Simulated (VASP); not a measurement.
OsPb2Cl4O2:

```xyz
9
Lattice="-3.4546 3.4546 4.3244 3.4546 -3.4546 4.3244 3.4546 3.4546 -4.3244" Properties=species:S:1:pos:R:3 pbc="T T T"
Os    0.0000    0.0000    0.0000
O     0.0000    0.0000    1.8335
O     0.0000    0.0000    6.8153
Pb    0.0000    3.4546    2.1622
Pb    3.4546    0.0000    2.1622
Cl    1.5891    1.5891    0.0000
Cl    1.8655   -1.8655    4.3244
Cl    1.8655    1.8655    4.3244
Cl   -1.8655    1.8655    4.3244
```

Base run:

| Item | Value |
| --- | --- |
| Program | VASP 6.6.1 |
| Functional | PBEsol |
| Potentials or basis | VASP PAW PBE potentials, release 64 (Os_sv_GW, O, Pb_d, Cl) |
| Cutoff | 700 eV |
| k mesh | 4 × 4 × 4 |
| Occupations | fermi-dirac, width 0.0699 eV |
| Spin | no spin polarisation |

Its results: band gap on the k mesh zero (bands 42 and 43 overlap by 0.58 eV); pressure 0.6 GPa; largest force 1.811 eV/Å.

The run is repeated on the same cell with these changes: functional from PBEsol to PBE. What comes out?

Band gap on the k mesh zero (bands 42 and 43 overlap by 0.58 eV); pressure 3.8 GPa; largest force 2.162 eV/Å.

PBE binds less tightly than PBEsol, so the same cell stands under more pressure.

Caveats: spin-orbit coupling is left out, which moves the levels of the heavy elements; the PAW data sets were made with another functional, which shifts forces and pressure a little (at least some runs); the cell stands under pressure (at least some runs); forces of over 1 eV/Å act on the atoms, so gaps and moduli don't describe the material at rest (at least some runs).
